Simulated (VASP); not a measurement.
# AlGa3N4 (P-42m) in VASP: notebook, part 2 of 2

VASP 6.6.1. Earlier steps stand in the parts before.

### Step 4. Single point, PBEsol (strain +0.000 along x and y, -0.025 along z)

Input file INCAR:

```
  PREC = Accurate
  ENCUT = 520
  EDIFF = 1E-7
  ISMEAR = 0
  SIGMA = 0.05
  LREAL = False
  LASPH = True
  NELM = 100
  ALGO = Normal
  ISIF = 2
  LWAVE = False
  LCHARG = True
  GGA = PS
  LELF = True
  LVHAR = True
  NBANDS = 41
```

Input file KPOINTS:

```
Automatic mesh
0
Gamma
  6 6 6
```

Input file POSCAR:

```
AlGa3N4
1.0
    4.4676279409      0.0000000000      0.0000000000
    0.0000000000      4.4676279409      0.0000000000
    0.0000000000      0.0000000000      4.3559372424
Al Ga N
1 3 4
Direct
    0.0000000000      0.0000000000      0.0000000000
    0.5000000000      0.5000000000      0.0000000000
    0.5000000000      0.0000000000      0.5000000000
    0.0000000000      0.5000000000      0.5000000000
    0.7550309200      0.7550309200      0.2449690800
    0.7550309200      0.2449690800      0.7550309200
    0.2449690800      0.7550309200      0.7550309200
    0.2449690800      0.2449690800      0.2449690800
```

Potentials or basis: VASP PAW PBE potentials, release 64 (Al, Ga_d, N).

The run is started by

```sh
$ cat potpaw_PBE.64/Al/POTCAR potpaw_PBE.64/Ga_d/POTCAR potpaw_PBE.64/N/POTCAR > POTCAR
$ mpirun -np 1 vasp_std > vasp.out
```

OUTCAR:

```text
PREC = Accurate
   ENCUT = 520
   EDIFF = 1E-7
   ISMEAR = 0
   LREAL = False
   LASPH = True
   NELM = 100
   ISIF = 2
   GGA = PS

 ion  position               nearest neighbor table
   1  0.000  0.000  0.000-   5 1.88   6 1.88   7 1.88   8 1.88   3 3.12   4 3.12   3 3.12   4 3.12
                             4 3.12   4 3.12   3 3.12   3 3.12
   2  0.500  0.500  0.000-   5 1.93   6 1.93   7 1.93   8 1.93
[... 1277 lines left out ...]
  Total        2.1265157      2.1265157      3.7048866      0.0000000     -0.0000000      0.0000000
  in kB       39.1871403     39.1871403     68.2731428      0.0000000     -0.0000000      0.0000000
  external PRESSURE =      48.8824745 kB  Pullay stress =       0.0000000 kB

 VOLUME and BASIS-vectors are now :
 -----------------------------------------------------------------------------
  energy-cutoff  :      520.00
  volume of cell :       86.94
      direct lattice vectors                 reciprocal lattice vectors
     4.467627941  0.000000000  0.000000000     0.223832426  0.000000000  0.000000000
     0.000000000  4.467627941  0.000000000     0.000000000  0.223832426  0.000000000
     0.000000000  0.000000000  4.355937242     0.000000000  0.000000000  0.229571719

 POSITION                                       TOTAL-FORCE (eV/Angst)
 -----------------------------------------------------------------------------------
      0.00000      0.00000      0.00000        -0.000000      0.000000      0.000000
      2.23381      2.23381      0.00000        -0.000000      0.000000      0.000000
      2.23381      0.00000      2.17797        -0.000000      0.000000      0.000000
      0.00000      2.23381      2.17797        -0.000000      0.000000      0.000000
      3.37320      3.37320      1.06707        -0.015518     -0.015518     -0.018666
      3.37320      1.09443      3.28887        -0.015518      0.015518      0.018666
      1.09443      3.37320      3.28887         0.015518     -0.015518      0.018666
      1.09443      1.09443      1.06707         0.015518      0.015518     -0.018666
 -----------------------------------------------------------------------------------
    total drift:                               -0.000000     -0.000000     -0.000000

  FREE ENERGIE OF THE ION-ELECTRON SYSTEM (eV)
  ---------------------------------------------------
  free  energy   TOTEN  =       -54.9202533822 eV

  energy  without entropy=      -54.9202533822  energy(sigma->0) =      -54.92025338
```

stdout:

```text
POSCAR found type information on POSCAR AlGaN
 POSCAR found :  3 types and       8 ions
 scaLAPACK will be used
 -----------------------------------------------------------------------------
|                                                                             |
|                                                                             |
|     You enforced a specific xc type in the INCAR file but a different       |
|     I HOPE YOU KNOW WHAT YOU ARE DOING!                                     |
|                                                                             |
 -----------------------------------------------------------------------------

 LDA part: xc-table for (Slater+PW92), standard interpolation
 POSCAR, INCAR and KPOINTS ok, starting setup
 FFT: planning ... GRIDC
 FFT: planning ... GRID_SOFT
 FFT: planning ... GRID
 WAVECAR not read
 entering main loop
```

Run time: 4.4 min. Hardware: 1 thread of Intel Xeon 8259CL, shared host; peak memory 0.26 GiB.

What came out:

```
Free energy            : -54.9203 eV
Pressure               : 4.9 GPa
Largest force          : 0.029 eV/Å
Band gap on the k mesh : 2.41 eV
```

Forces in eV/Å, atoms in the order of the input:
```
Al   0.000  0.000  0.000
Ga   0.000  0.000  0.000
Ga   0.000  0.000  0.000
Ga   0.000  0.000  0.000
N   -0.016 -0.016 -0.019
N   -0.016  0.016  0.019
N    0.016 -0.016  0.019
N    0.016  0.016 -0.019
```

Caveat: the cell differs from its parent crystal (strain +0.000 along x and y, -0.025 along z); the cell stands under pressure; the PAW data sets were made with another functional, which shifts forces and pressure a little.

### Step 5. Single point, PBEsol (strain -0.025 along x and y, +0.025 along z)

Input file INCAR:

```
ALGO = Normal
EDIFF = 1E-6
ENCUT = 520
GGA = PS
ISIF = 2
ISMEAR = 0
LASPH = T
LCHARG = F
LREAL = F
LWAVE = F
NBANDS = 41
NELM = 60
PREC = Accurate
SIGMA = 0.05
```

Input file KPOINTS:

```
k-points
0
Gamma
  6 6 6
```

Changes to POSCAR since step 4:

```diff
@@ -2,5 +2,5 @@
 1.0
-    4.4676279409      0.0000000000      0.0000000000
-    0.0000000000      4.4676279409      0.0000000000
-    0.0000000000      0.0000000000      4.3559372424
+    4.3559372424      0.0000000000      0.0000000000
+    0.0000000000      4.3559372424      0.0000000000
+    0.0000000000      0.0000000000      4.5793186394
 Al Ga N
```

The run is started by

```sh
$ cat potpaw_PBE.64/Al/POTCAR potpaw_PBE.64/Ga_d/POTCAR potpaw_PBE.64/N/POTCAR > POTCAR
$ mpirun -np 1 vasp_std > vasp.out
```

Run time: 3.6 min. Hardware: 1 thread of Intel Xeon 8259CL, shared host; peak memory 0.26 GiB.

It converged, with:

```yaml
Free_energy: -54.8713 eV
Pressure: 4.9 GPa
Largest_force: 0.053 eV/Å
Band_gap_on_the_k_mesh: 2.40 eV
```

Forces on the atoms (eV/Å):
```
Al   0.000  0.000  0.000
Ga   0.000  0.000  0.000
Ga   0.000  0.000  0.000
Ga   0.000  0.000  0.000
N    0.017  0.017  0.047
N    0.017 -0.017 -0.047
N   -0.017  0.017 -0.047
N   -0.017 -0.017  0.047
```

Stress tensor (GPa, compression positive):
```
7.22 0.00 0.00
0.00 7.22 0.00
0.00 0.00 0.19
```

Levels at points of the mesh, in eV from the valence-band top:
```
           k point  band 29  band 30  band 31  band 32  band 33  band 34
(0.00, 0.00, 0.00)    -0.25     0.00     0.00     2.40     3.17     3.17
(0.50, 0.00, 0.00)    -1.64    -1.45    -1.34     4.90     5.03     6.25
(0.50, 0.50, 0.00)    -0.83    -0.83    -0.51     6.84     7.04     7.04
(0.00, 0.00, 0.50)    -1.43    -1.13    -1.13     4.82     4.87     5.86
(0.50, 0.00, 0.50)    -1.20    -1.11    -0.84     6.69     6.84     6.90
(0.50, 0.50, 0.50)    -0.75    -0.65    -0.57     4.95     4.95     5.00
```

Caveat: the cell differs from its parent crystal (strain -0.025 along x and y, +0.025 along z); the stress differs along the axes, from 0 to 7 GPa; the PAW data sets were made with another functional, which shifts forces and pressure a little.

### Step 6. Overview

```tsv
cell	gap on the mesh (eV)	pressure (GPa)	largest force (eV/Å)
a = 4.468, b = 4.468, c = 4.244 Å, 8 atoms	2.52	10.6	0.06
a = 4.356, b = 4.356, c = 4.468 Å, 8 atoms	2.62	10.5	0.03
a = 4.468, b = 4.468, c = 4.356 Å, 8 atoms	2.41	4.9	0.03
a = 4.356, b = 4.356, c = 4.579 Å, 8 atoms	2.40	4.9	0.05
```

Alike in all rows: task single point; level PBEsol; potentials or basis VASP PAW PBE potentials, release 64 (Al, Ga_d, N); no spin polarisation; k mesh 6 × 6 × 6; cutoff (eV) 520; smearing gaussian 0.05 eV.

Caveats: the PAW data sets were made with another functional, which shifts forces and pressure a little; the cell stands under pressure (at least some runs); the stress differs along the axes, from 9 to 14 GPa (at least some runs); the stress differs along the axes, from 0 to 7 GPa (at least some runs).

Absolute energies hang on the potentials; compare differences alone.
